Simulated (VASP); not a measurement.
Wanted: the native input for a VASP 6.6.1 run.

| Property | Result |
| --- | --- |
| Task | single point |
| Functional | PBE |
| Potentials or basis | VASP PAW PBE potentials, release 64 (P) |
| Cutoff | 520 eV |
| k mesh | 8 × 1 × 6 |
| Occupations | gaussian, width 0.02 eV |
| Spin | no spin polarisation |
| Dipole correction | no |
| Further INCAR settings | ALGO = Normal; EDIFF = 1e-07; NBANDS = 18 |

The structure of P lies in POSCAR:

```
P
1.0
    3.2659594629      0.0000000000      0.0000000000
    0.0000000000     34.4707571209      0.0000000000
    0.0000000000      0.0000000000      4.8435430296
P
4
Direct
    0.0000000000      0.9698541277      0.5934228171
    0.0000000000      0.0301458723      0.4065771829
    0.5000000000      0.0301458723      0.0934228171
    0.5000000000      0.9698541277      0.9065771829
```

This cell differs from its parent crystal: uniaxial strain along c: +4.5 %.

These files were run (other wordings do the same):

INCAR

```
PREC = Accurate
ENCUT = 520
EDIFF = 1E-7
ISMEAR = 0
SIGMA = 0.02
LREAL = False
LASPH = True
NELM = 100
ALGO = Normal
ISIF = 2
LWAVE = False
LCHARG = False
GGA = PE
NBANDS = 18
```

KPOINTS

```
Automatic mesh
0
Gamma
  8 1 6
```

Potentials or basis: VASP PAW PBE potentials, release 64 (P).

The run is started by

```sh
$ cat potpaw_PBE.64/P/POTCAR > POTCAR
$ mpirun -np 1 vasp_std > vasp.out
```

It gave:

- Largest force: 0.228 eV/Å
- Band gap on the k mesh: 1.11 eV, direct

Caveat: the cell differs from its parent crystal (uniaxial strain along c: +4.5 %).

Wall time 2.5 min on 1 thread of AMD EPYC 9R45 96-Core Processor (Zen 5) (shared host), peak memory 0.5 GiB.
